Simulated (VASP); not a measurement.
# Si (P6/mmm) in VASP: a series of runs

The runs below take Si through single point, relaxation of cell and atoms, with PBE.

Everything below comes from runs of VASP 6.6.1. Logs are shortened: lines on timing, memory, paths and dates and some standing lists are left out, and cuts for length are marked.

### 1 The cell of the first run

The structure is hexagonal, space group P6/mmm (No. 191). Conventional cell: a = 2.654 Å, b = 2.654 Å, c = 2.477 Å, α = 90.00°, β = 90.00°, γ = 120.00°. Within 3.3 Å of Si (site symmetry 6/mmm) lie 8 Si at 2.48 to 2.65 Å.

This isn't the form of Si at room conditions, which is diamond.

### 2 Single point, PBE

Contents of INCAR:

```
PREC = Accurate
ENCUT = 520
EDIFF = 1E-6
ISMEAR = -1
SIGMA = 0.15
LREAL = F
LASPH = T
NELM = 60
ALGO = Normal
ISIF = 2
LWAVE = F
LCHARG = F
GGA = PE
NBANDS = 8
```

Contents of KPOINTS:

```
regular mesh
0
Gamma
  20 20 18
```

Contents of POSCAR:

```
Si
1.0
    2.6539430834      0.0000000000      0.0000000000
   -1.3269715417      2.2983821304      0.0000000000
    0.0000000000      0.0000000000      2.4770120379
Si
1
Direct
    0.0000000000      0.0000000000      0.0000000000
```

Potentials or basis: VASP PAW PBE potentials, release 64 (Si).

Started as:

```sh
> cat potpaw_PBE.64/Si/POTCAR > POTCAR
> mpirun -np 1 vasp_std > vasp.out
```

OUTCAR:

```text
PREC = Accurate
   ENCUT = 520
   EDIFF = 1E-6
   ISMEAR = -1
   LREAL = F
   LASPH = T
   NELM = 60
   ISIF = 2
   GGA = PE

 ion  position               nearest neighbor table
   1  0.000  0.000  0.000-

  LATTYP: Found a hexagonal cell.
 ALAT       =     2.6539430834
 C/A-ratio  =     0.9333327656

  Lattice vectors:

 A1 = (   2.6539430834,   0.0000000000,   0.0000000000)
 A2 = (  -1.3269715417,   2.2983821304,   0.0000000000)
 A3 = (   0.0000000000,   0.0000000000,   2.4770120379)

Analysis of symmetry for initial positions (statically):
=====================================================================
 Subroutine PRICEL returns:
 Original cell was already a primitive cell.

 Routine SETGRP: Setting up the symmetry group for a
 hexagonal supercell.

 Subroutine GETGRP returns: Found 24 space group operations
 (whereof 24 operations were pure point group operations)
 out of a pool of 24 trial point group operations.

The static configuration has the point symmetry D_6h.

Analysis of symmetry for dynamics (positions and initial velocities):
=====================================================================
 Subroutine PRICEL returns:
 Original cell was already a primitive cell.

 Routine SETGRP: Setting up the symmetry group for a
 hexagonal supercell.

 Subroutine GETGRP returns: Found 24 space group operations
 (whereof 24 operations were pure point group operations)
 out of a pool of 24 trial point group operations.

The dynamic configuration has the point symmetry D_6h.

 Subroutine INISYM returns: Found 24 space group operations
 (whereof 24 operations are pure point group operations),
 and found     1 'primitive' translations

----------------------------------------------------------------------------------------

                                     Primitive cell

  volume of cell :      15.1092

  direct lattice vectors                    reciprocal lattice vectors
     2.653943083  0.000000000  0.000000000     0.376797832  0.217544330  0.000000000
    -1.326971542  2.298382130  0.000000000     0.000000000  0.435088659  0.000000000
     0.000000000  0.000000000  2.477012038     0.000000000  0.000000000  0.403712208

  length of vectors
     2.653943083  2.653943083  2.477012038     0.435088659  0.435088659  0.403712208

  position of ions in fractional coordinates (direct lattice)
     0.000000000  0.000000000  0.000000000

  ion indices of the primitive-cell ions
   primitive index   ion index
                 1           1

----------------------------------------------------------------------------------------

 KPOINTS: regular mesh

Automatic generation of k-mesh.
 Grid dimensions read from file:
 generate k-points for:   20   20   18

 Generating k-lattice:

  Cartesian coordinates                     Fractional coordinates (reciprocal lattice)
     0.018839892  0.010877216  0.000000000     0.050000000 -0.000000000  0.000000000
     0.000000000  0.021754433  0.000000000     0.000000000  0.050000000  0.000000000
     0.000000000  0.000000000  0.022428456     0.000000000  0.000000000  0.055555556

  Length of vectors
     0.021754433  0.021754433  0.022428456

  Shift w.r.t. Gamma in fractional coordinates (k-lattice)
     0.000000000  0.000000000  0.000000000

 Subroutine IBZKPT returns following result:
 ===========================================

 Found    440 irreducible k-points:

 Following reciprocal coordinates:
            Coordinates               Weight
  0.000000  0.000000  0.000000      1.000000
  0.050000 -0.000000  0.000000      6.000000
  0.100000 -0.000000  0.000000      6.000000
  0.150000 -0.000000  0.000000      6.000000
  0.200000 -0.000000  0.000000      6.000000
  0.250000 -0.000000  0.000000      6.000000
[... 16 lines left out ...]
  0.200000  0.100000  0.000000     12.000000
  0.250000  0.100000  0.000000     12.000000
 [... further k-points ...]
   k-points           NKPTS =    440   k-points in BZ     NKDIM =    440   number of bands    NBANDS=      8
   number of dos      NEDOS =    301   number of ions     NIONS =      1
   total plane-waves  NPLWV =   7200
   dimension x,y,z NGX =    20 NGY =   20 NGZ =   18
   dimension x,y,z NGXF=    40 NGYF=   40 NGZF=   36
   ions per type =               1
   NGX,Y,Z   is equivalent  to a cutoff of  12.53, 12.53, 12.08 a.u.
   NGXF,Y,Z  is equivalent  to a cutoff of  25.06, 25.06, 24.16 a.u.
 SYSTEM =  unknown system
   PREC   = accura    normal or accurate (medium, high low for compatibility)
   ISTART =      0    job   : 0-new  1-cont  2-samecut
   ICHARG =      2    charge: 1-file 2-atom 10-const
   ISPIN  =      1    spin polarized calculation?
   LNONCOLLINEAR =      F non collinear calculations
   LSORBIT =      F    spin-orbit coupling
   LASPH  =      T    aspherical Exc in radial PAW
   ENCUT  =  520.0 eV  38.22 Ry    6.18 a.u.   4.93  4.93  4.61*2*pi/ulx,y,z
   NELM   =     60;   NELMIN=  2; NELMDL= -5     # of ELM steps
   EDIFF  = 0.1E-05   stopping-criterion for ELM
   LREAL  =      F    real-space projection
   EDIFFG = 0.1E-04   stopping-criterion for IOM
   NSW    =      0    number of steps for IOM
   IBRION =     -1    ionic relax: 0-MD 1-quasi-New 2-CG
   NFREE  =      0    steps in history (QN), initial steepest desc. (CG)
   ISIF   =      2    stress and relaxation
   ISYM   =      2    0-nonsym 1-usesym 2-fastsym
   POTIM  = 0.5000    time-step for ionic-motion
   TEBEG  =    0.0;   TEEND  =   0.0 temperature during run
   PSTRESS=    0.0 pullay stress
   NELECT =       4.0000    total number of electrons
   NUPDOWN=      -1.0000    fix difference up-down
   EMIN   =  10.00;   EMAX   =-10.00  energy-range for DOS
   EFERMI =   0.00;   METHOD = LEGACY
   ISMEAR =    -1;   SIGMA  =   0.15  broadening in eV -4-tet -1-fermi 0-gaus
   EFERMI_NEDOS =   21; number of points for ismear=-14 and -15
   IALGO  =     38    algorithm
   IMIX   =      4    mixing-type and parameters
     AMIX     =   0.40;   BMIX     =  1.00
     AMIX_MAG =   1.60;   BMIX_MAG =  1.00
  volume/ion in A,a.u.               =      15.11       101.96
  Fermi-wavevector in a.u.,A,eV,Ry     =   1.051189  1.986459 15.034417  1.104998
  Thomas-Fermi vector in A             =   2.186222
   LORBIT       =      0    0 simple, 1 ext, 2 COOP (PROOUT), +10 PAW based schemes
   GGA     = PE    functional components
   LHFCALC =     F    Hartree Fock is set to
   AEXX    =    0.0000 exact exchange contribution
   IVDW    =     0    specifies the selected vdW correction
   LEPSILON=     F    determine dielectric tensor
   LRPA    =     F    only Hartree local field effects (RPA)
 non-spin polarized calculation
  energy-cutoff  :      520.00
  volume of cell :       15.11
 maximum number of plane-waves:       427
 NGX is ok and might be reduce to    20
   NGX =  9   NGY =  9   NGZ =  9

 number of electron       3.9999999 magnetization

 Free energy of the ion-electron system (eV)
  ---------------------------------------------------
  ext. energy  EPLUGINS =         0.00000000
  ---------------------------------------------------
  free energy    TOTEN  =        -5.13205911 eV

  energy without entropy =       -5.10590208  energy(sigma->0) =       -5.11898059

 E-fermi :   9.3246     XC(G=0): -10.9497

 val. band max:        9.3219900429   @ k =   0.2500   0.0500   0.0000
 cond. band min:       9.3305684064   @ k =   0.3500   0.1500   0.4444
 fundamental gap:      0.0085783635
 Fermi energy:         9.3245768445

 k-point     1 :       0.0000    0.0000    0.0000
  band No.  band energies     occupation
      1      -4.5615      2.00000
      2      16.8702      0.00000
      3      17.3692      0.00000
      4      19.2162      0.00000
      5      19.2162      0.00000
      6      21.3934      0.00000
      7      21.3934      0.00000
      8      26.6719      0.00000

 k-point     2 :       0.0500   -0.0000    0.0000
  band No.  band energies     occupation
      1      -4.4931      2.00000
      2      16.5420      0.00000
      3      17.4264      0.00000
      4      18.7430      0.00000
      5      18.8337      0.00000
      6      21.3745      0.00000
      7      21.9856      0.00000
      8      27.4175      0.00000

 k-point     3 :       0.1000   -0.0000    0.0000
  band No.  band energies     occupation
      1      -4.2881      2.00000
      2      15.4635      0.00000
      3      17.5980      0.00000
      4      17.9056      0.00000
      5      18.2302      0.00000
      6      21.3700      0.00000
      7      23.1794      0.00000
      8      28.8217      0.00000

 k-point     4 :       0.1500   -0.0000    0.0000
  band No.  band energies     occupation
      1      -3.9469      2.00000
      2      13.8359      0.00000
      3      17.0779      0.00000
      4      17.7570      0.00000
      5      17.8831      0.00000
      6      21.4806      0.00000
      7      24.5979      0.00000
      8      29.7453      0.00000

 k-point     5 :       0.2000   -0.0000    0.0000
  band No.  band energies     occupation
      1      -3.4706      2.00000
      2      12.0176      0.00000
      3      16.3353      0.00000
      4      17.3235      0.00000
      5      18.2805      0.00000
      6      21.7688      0.00000
      7      26.1606      0.00000
      8      30.6632      0.00000
[... 177 lines left out ...]
 k-point    22 :       0.1500    0.1000    0.0000
  band No.  band energies     occupation
      1      -3.2669      2.00000
      2      12.0623      0.00000
      3      13.7861      0.00000
      4      18.4500      0.00000
      5      19.3008      0.00000
      6      22.2368      0.00000
      7      25.3164      0.00000
      8      31.3586      0.00000

 k-point    23 :       0.2000    0.1000    0.0000
  band No.  band energies     occupation
      1      -2.6576      2.00000
      2      10.3224      0.00258
      3      13.0073      0.00000
      4      18.9552      0.00000
      5      19.3243      0.00000
      6      22.6138      0.00000
      7      26.6447      0.00000
      8      30.0742      0.00000

 k-point    24 :       0.2500    0.1000    0.0000
  band No.  band energies     occupation
      1      -1.9166      2.00000
      2       8.5686      1.98714
      3      12.4241      0.00000
      4      19.2048      0.00000
      5      19.5638      0.00000
      6      23.1731      0.00000
      7      28.1581      0.00000
      8      28.7401      0.00000

 [... further k-points ...]

------------------------ aborting loop because EDIFF is reached ----------------------------------------

  FORCE on cell =-STRESS in cart. coord.  units (eV):
  Direction    XX          YY          ZZ          XY          YZ          ZX
  --------------------------------------------------------------------------------------
  -------------------------------------------------------------------------------------
  Total       -0.0016275     -0.0016275     -0.0068886      0.0000000      0.0000000      0.0000000
  in kB       -0.1725829     -0.1725829     -0.7304634      0.0000000      0.0000000      0.0000000
  external PRESSURE =      -0.3585430 kB  Pullay stress =       0.0000000 kB

 VOLUME and BASIS-vectors are now :
 -----------------------------------------------------------------------------
  energy-cutoff  :      520.00
  volume of cell :       15.11
      direct lattice vectors                 reciprocal lattice vectors
     2.653943083  0.000000000  0.000000000     0.376797832  0.217544330  0.000000000
    -1.326971542  2.298382130  0.000000000     0.000000000  0.435088659  0.000000000
     0.000000000  0.000000000  2.477012038     0.000000000  0.000000000  0.403712208

 POSITION                                       TOTAL-FORCE (eV/Angst)
 -----------------------------------------------------------------------------------
      0.00000      0.00000      0.00000         0.000000      0.000000      0.000000
 -----------------------------------------------------------------------------------
    total drift:                               -0.000000      0.000000      0.000000

  FREE ENERGIE OF THE ION-ELECTRON SYSTEM (eV)
  ---------------------------------------------------
  free  energy   TOTEN  =        -5.1320591054 eV

  energy  without entropy=       -5.1059020782  energy(sigma->0) =       -5.11898059
```

Run time: 12 s. Hardware: 1 thread of Intel Xeon 6975P-C (Granite Rapids), shared host; peak memory 0.15 GiB.

What came out:

```
Free energy            : -5.1321 eV
Pressure               : 0.0 GPa
Band gap on the k mesh : zero (bands 2 and 3 overlap by 11.37 eV)
```

[end of part 1 of 2]
